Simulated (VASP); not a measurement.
# SrTiO3 (P1) in VASP: notebook, part 3 of 3

VASP 6.6.1.

## (4) Single point, PBE

The input, INCAR:

```
SYSTEM = SrTiO3
PREC = Accurate
ENCUT = 520
EDIFF = 1E-7
ISMEAR = -1
SIGMA = 0.24
LREAL = Auto
LASPH = .TRUE.
NELM = 80
ALGO = Normal
ISIF = 2
LWAVE = .FALSE.
LCHARG = .FALSE.
GGA = PE
NBANDS = 96
```

The input, KPOINTS:

```
Automatic mesh
0
G
  3 3 2
  0 0 0
```

The input, POSCAR:

```
SrTiO3
1.0
    5.5223300000      0.0000000000      0.0000000000
    0.0000000000      5.5223300000      0.0000000000
    0.0000000000      0.0000000000      7.8452640000
Sr Ti O
4 4 12
Direct
   -0.0137804152      0.4531058448      0.2640573982
    0.4942297907     -0.0479688827      0.2546122094
    0.5294142147     -0.0116255276      0.7380248772
   -0.0042735584      0.4440698039      0.7737279459
   -0.0032051688     -0.0378825604     -0.0196806634
   -0.0045270746     -0.0667834048      0.4821762531
    0.4697835877      0.4676105919      0.5042660132
    0.4868053883      0.4543372091      0.0077371520
    0.7685342962      0.2079194833      0.5146162067
    0.2457477188      0.1808656853      0.0161881104
    0.2541318610      0.2159233512      0.4552682994
    0.7817171375      0.2129898068     -0.0196169307
    0.0423915268      0.0135268990      0.7574761028
   -0.0128568919     -0.1165631174      0.2499724675
    0.2507999341      0.6916464608      0.0068066543
    0.7620334171      0.6829725858      0.5179685476
    0.7138291265      0.7250562715     -0.0285267647
    0.2887730360      0.7382753294      0.4865993037
    0.5288166408      0.4206195573      0.2308016658
    0.4340921314      0.4150603097      0.7523010061
```

Potentials or basis: VASP PAW PBE potentials, release 64 (Sr_sv, Ti_sv, O).

The run is started by

```
> cat potpaw_PBE.64/Sr_sv/POTCAR potpaw_PBE.64/Ti_sv/POTCAR potpaw_PBE.64/O/POTCAR > POTCAR
> mpirun -np 1 vasp_std > vasp.out
```

OUTCAR:

```text
SYSTEM = SrTiO3
   PREC = Accurate
   ENCUT = 520
   EDIFF = 1E-7
   ISMEAR = -1
   LREAL = Auto
   LASPH = .TRUE.
   NELM = 80
   ISIF = 2
   GGA = PE

 ion  position               nearest neighbor table
   1  0.986  0.453  0.264-  14 2.38  11 2.48  19 2.55  16 2.67   9 2.67  15 2.82  12 2.83  10 2.85
                            18 2.88  19 3.01  17 3.13  14 3.15   6 3.16   7 3.27   6 3.34   8 3.41
   2  0.494  0.952  0.255-  18 2.45  11 2.52  19 2.60  10 2.64  14 2.75  15 2.77  17 2.82  14 2.83
                             9 2.91  16 2.94  19 2.95  12 3.04   6 3.28   6 3.30   7 3.32   8 3.36
   3  0.529  0.988  0.738-  20 2.42   9 2.51  17 2.55  12 2.66  13 2.70  16 2.73  18 2.75  13 2.84
                            10 2.89  11 2.97  15 3.08   5 3.21  20 3.21   7 3.24   6 3.28   8 3.34
   4  0.996  0.444  0.774-  12 2.38  13 2.39  20 2.43  15 2.68  17 2.69   9 2.72  16 2.73  10 2.76
                            20 3.11   5 3.12  11 3.14  13 3.16  18 3.21   8 3.28   5 3.29   8 3.36
   5  0.997  0.962  0.980-  13 1.79  12 1.82  10 1.85  17 2.04  15 2.06  14 2.16   4 3.12   3 3.21
                             4 3.29   2 3.49   3 3.51   1 3.51   2 3.51   1 3.59
   6  0.995  0.933  0.482-  14 1.84  16 1.91  18 1.95   9 1.98  11 2.13  13 2.22   1 3.16   3 3.28
                             2 3.28   2 3.30   1 3.34   4 3.54   3 3.58   4 3.63
   7  0.470  0.468  0.504-  18 1.80  11 1.87  20 1.98  16 2.01  19 2.19   9 2.19   3 3.24   1 3.27
                             2 3.32   4 3.37   1 3.42   3 3.43   2 3.46   4 3.59
   8  0.487  0.454  0.008-  19 1.78  15 1.85  17 1.97  10 2.01  20 2.04  12 2.12   4 3.28   3 3.34
                             4 3.36   2 3.36   2 3.38   1 3.41   1 3.42   3 3.64
   9  0.769  0.208  0.515-   6 1.98   7 2.19   3 2.51   1 2.67   4 2.72   2 2.91
  10  0.246  0.181  0.016-   5 1.85   8 2.01   2 2.64   4 2.76   1 2.85   3 2.89
  11  0.254  0.216  0.455-   7 1.87   6 2.13   1 2.48   2 2.52   3 2.97   4 3.14
  12  0.782  0.213  0.980-   5 1.82   8 2.12   4 2.38   3 2.66   1 2.83   2 3.04
  13  0.042  0.014  0.757-   5 1.79   6 2.22   4 2.39   3 2.70   3 2.84   4 3.16
  14  0.987  0.883  0.250-   6 1.84   5 2.16   1 2.38   2 2.75   2 2.83   1 3.15
  15  0.251  0.692  0.007-   8 1.85   5 2.06   4 2.68   2 2.77   1 2.82   3 3.08
  16  0.762  0.683  0.518-   6 1.91   7 2.01   1 2.67   4 2.73   3 2.73   2 2.94
  17  0.714  0.725  0.971-   8 1.97   5 2.04   3 2.55   4 2.69   2 2.82   1 3.13
  18  0.289  0.738  0.487-   7 1.80   6 1.95   2 2.45   3 2.75   1 2.88   4 3.21
  19  0.529  0.421  0.231-   8 1.78   7 2.19   1 2.55   2 2.60   2 2.95   1 3.01
  20  0.434  0.415  0.752-   7 1.98   8 2.04   3 2.42   4 2.43   4 3.11   3 3.21

  LATTYP: Found a simple tetragonal cell.
 ALAT       =     5.5223300000
 C/A-ratio  =     1.4206438224

  Lattice vectors:

 A1 = (   5.5223300000,   0.0000000000,   0.0000000000)
 A2 = (   0.0000000000,   5.5223300000,   0.0000000000)
 A3 = (   0.0000000000,   0.0000000000,   7.8452640000)

Analysis of symmetry for initial positions (statically):
=====================================================================
 Subroutine PRICEL returns:
 Original cell was already a primitive cell.

 Routine SETGRP: Setting up the symmetry group for a
 simple tetragonal supercell.

 Subroutine GETGRP returns: Found  1 space group operations
 (whereof  1 operations were pure point group operations)
 out of a pool of 16 trial point group operations.

The static configuration has the point symmetry C_1 .

Analysis of symmetry for dynamics (positions and initial velocities):
=====================================================================
 Subroutine PRICEL returns:
 Original cell was already a primitive cell.

 Routine SETGRP: Setting up the symmetry group for a
[... 111 lines left out ...]
   total plane-waves  NPLWV = 105840
   dimension x,y,z NGX =    42 NGY =   42 NGZ =   60
   dimension x,y,z NGXF=    84 NGYF=   84 NGZF=  120
   ions per type =               4   4  12
   NGX,Y,Z   is equivalent  to a cutoff of  12.64, 12.64, 12.71 a.u.
   NGXF,Y,Z  is equivalent  to a cutoff of  25.29, 25.29, 25.43 a.u.
 SYSTEM =  SrTiO3
   PREC   = accura    normal or accurate (medium, high low for compatibility)
   ISTART =      0    job   : 0-new  1-cont  2-samecut
   ICHARG =      2    charge: 1-file 2-atom 10-const
   ISPIN  =      1    spin polarized calculation?
   LNONCOLLINEAR =      F non collinear calculations
   LSORBIT =      F    spin-orbit coupling
   LASPH  =      T    aspherical Exc in radial PAW
   ENCUT  =  520.0 eV  38.22 Ry    6.18 a.u.  10.27 10.27 14.59*2*pi/ulx,y,z
   NELM   =     80;   NELMIN=  2; NELMDL= -5     # of ELM steps
   EDIFF  = 0.1E-06   stopping-criterion for ELM
   LREAL  =      T    real-space projection
   EDIFFG = 0.1E-05   stopping-criterion for IOM
   NSW    =      0    number of steps for IOM
   IBRION =     -1    ionic relax: 0-MD 1-quasi-New 2-CG
   NFREE  =      0    steps in history (QN), initial steepest desc. (CG)
   ISIF   =      2    stress and relaxation
   ISYM   =      2    0-nonsym 1-usesym 2-fastsym
   POTIM  = 0.5000    time-step for ionic-motion
   TEBEG  =    0.0;   TEEND  =   0.0 temperature during run
   PSTRESS=    0.0 pullay stress
   NELECT =     160.0000    total number of electrons
   NUPDOWN=      -1.0000    fix difference up-down
   EMIN   =  10.00;   EMAX   =-10.00  energy-range for DOS
   EFERMI =   0.00;   METHOD = LEGACY
   ISMEAR =    -1;   SIGMA  =   0.24  broadening in eV -4-tet -1-fermi 0-gaus
   EFERMI_NEDOS =   21; number of points for ismear=-14 and -15
   IALGO  =     38    algorithm
   IMIX   =      4    mixing-type and parameters
     AMIX     =   0.40;   BMIX     =  1.00
     AMIX_MAG =   1.60;   BMIX_MAG =  1.00
  volume/ion in A,a.u.               =      11.96        80.73
  Fermi-wavevector in a.u.,A,eV,Ry     =   1.431630  2.705388 27.886010  2.049564
  Thomas-Fermi vector in A             =   2.551345
   LORBIT       =      0    0 simple, 1 ext, 2 COOP (PROOUT), +10 PAW based schemes
   GGA     = PE    functional components
   LHFCALC =     F    Hartree Fock is set to
   AEXX    =    0.0000 exact exchange contribution
   IVDW    =     0    specifies the selected vdW correction
   LEPSILON=     F    determine dielectric tensor
   LRPA    =     F    only Hartree local field effects (RPA)
 non-spin polarized calculation
  energy-cutoff  :      520.00
  volume of cell :      239.25
 maximum number of plane-waves:      6473
 NGX is ok and might be reduce to    42
   NGX = 21   NGY = 21   NGZ = 29

 number of electron     160.0000004 magnetization

 Free energy of the ion-electron system (eV)
  ---------------------------------------------------
  ext. energy  EPLUGINS =         0.00000000
  ---------------------------------------------------
  free energy    TOTEN  =      -157.98946306 eV

  energy without entropy =     -157.92294610  energy(sigma->0) =     -157.95620458

 E-fermi :   5.2263     XC(G=0): -11.2149

 val. band max:        4.2692617756   @ k =   0.0000   0.0000   0.5000
 cond. band min:       6.1546521210   @ k =   0.0000   0.0000   0.0000
 fundamental gap:      1.8853903454
 Fermi energy:         5.2263160454

 k-point     1 :       0.0000    0.0000    0.0000
  band No.  band energies     occupation
      1     -52.6639      2.00000
      2     -52.6562      2.00000
      3     -51.9878      2.00000
      4     -51.8983      2.00000
      5     -29.0521      2.00000
      6     -28.9772      2.00000
[... 939 lines left out ...]
     91       8.2948      0.00001
     92       8.4080      0.00000
 [bands above 92 left out]

------------------------ aborting loop because EDIFF is reached ----------------------------------------

  FORCE on cell =-STRESS in cart. coord.  units (eV):
  Direction    XX          YY          ZZ          XY          YZ          ZX
  --------------------------------------------------------------------------------------
  -------------------------------------------------------------------------------------
  Total       13.5763662     14.1993522     12.8687886     -2.0199024     -1.8710880     -0.1117709
  in kB       90.9163208     95.0882471     86.1779136    -13.5266012    -12.5300420     -0.7484918
  external PRESSURE =      90.7274938 kB  Pullay stress =       0.0000000 kB

 VOLUME and BASIS-vectors are now :
 -----------------------------------------------------------------------------
  energy-cutoff  :      520.00
  volume of cell :      239.25
      direct lattice vectors                 reciprocal lattice vectors
     5.522330000  0.000000000  0.000000000     0.181082985  0.000000000  0.000000000
     0.000000000  5.522330000  0.000000000     0.000000000  0.181082985  0.000000000
     0.000000000  0.000000000  7.845264000     0.000000000  0.000000000  0.127465436

 POSITION                                       TOTAL-FORCE (eV/Angst)
 -----------------------------------------------------------------------------------
      5.44623      2.50220      2.07160        -0.128247     -0.855213     -1.015898
      2.72930      5.25743      1.99750         0.235506      0.370971     -1.300931
      2.92360      5.45813      5.79000        -0.811435     -0.896149      0.586438
      5.49873      2.45230      6.07010        -0.258405      0.746254     -0.697346
      5.50463      5.31313      7.69086         0.390935     -1.222858      1.110815
      5.49733      5.15353      3.78280        -0.958064      2.113442      0.587798
[... 12 lines left out ...]
      2.92030      2.32280      1.81070         0.403789      0.933073      2.745834
      2.39720      2.29210      5.90200         0.900864      0.692480     -1.938103
 -----------------------------------------------------------------------------------
    total drift:                               -0.015597      0.001287     -0.000348

  FREE ENERGIE OF THE ION-ELECTRON SYSTEM (eV)
  ---------------------------------------------------
  free  energy   TOTEN  =      -157.9894630570 eV

  energy  without entropy=     -157.9229460958  energy(sigma->0) =     -157.95620458
```

It took 7.3 min on 1 thread of Intel Xeon Platinum 8488C (Sapphire Rapids), shared host; peak memory 0.4 GiB.

Results:

| Item | Value |
| --- | --- |
| Free energy | -157.9895 eV |
| Pressure | 9.1 GPa |
| Largest force | 3.451 eV/Å |
| Band gap on the k mesh | 1.89 eV (least direct gap 1.90 eV) |

Forces in eV/Å, atoms in the order of the input:
```
Sr  -0.128 -0.855 -1.016
Sr   0.236  0.371 -1.301
Sr  -0.811 -0.896  0.586
Sr  -0.258  0.746 -0.697
Ti   0.391 -1.223  1.111
Ti  -0.958  2.113  0.588
Ti   1.638 -2.517  1.064
Ti  -0.159  0.677 -1.556
O   -0.135 -0.909 -0.821
O    1.330  0.802  1.078
O   -0.225  0.053  0.515
O   -1.879  0.920  0.990
O    0.228 -2.204 -2.645
O   -0.548  1.494  0.673
O   -0.983 -0.304  0.022
O    0.547  0.702  0.231
O    1.071 -0.352 -0.140
O   -0.659 -0.244  0.512
O    0.404  0.933  2.746
O    0.901  0.692 -1.938
```

Stress tensor (GPa, compression positive):
```
 9.09 -1.35 -0.07
-1.35  9.51 -1.25
-0.07 -1.25  8.62
```

Caveat: the cell stands under pressure; the atoms stand as in a frame of molecular dynamics; forces of over 1 eV/Å act on the atoms, so gaps and moduli don't describe the material at rest.

## (5) Summary

| cell | gap on the mesh (eV) | pressure (GPa) | largest force (eV/Å) |
| --- | --- | --- | --- |
| as given, atomic positions A | 2.11 | 17.4 | 7.24 |
| as given, atomic positions B | 2.03 | 10.0 | 4.04 |
| as given, atomic positions C | 1.89 | 9.1 | 3.45 |

Alike in all rows: task single point; level PBE; potentials or basis VASP PAW PBE potentials, release 64 (Sr_sv, Ti_sv, O); no spin polarisation; k mesh 3 × 3 × 2; cutoff (eV) 520; smearing fermi-dirac 0.24 eV.

Caveats: the cell stands under pressure; the atoms stand as in a frame of molecular dynamics; forces of over 1 eV/Å act on the atoms, so gaps and moduli don't describe the material at rest.

Absolute energies hang on the potentials; compare differences alone.
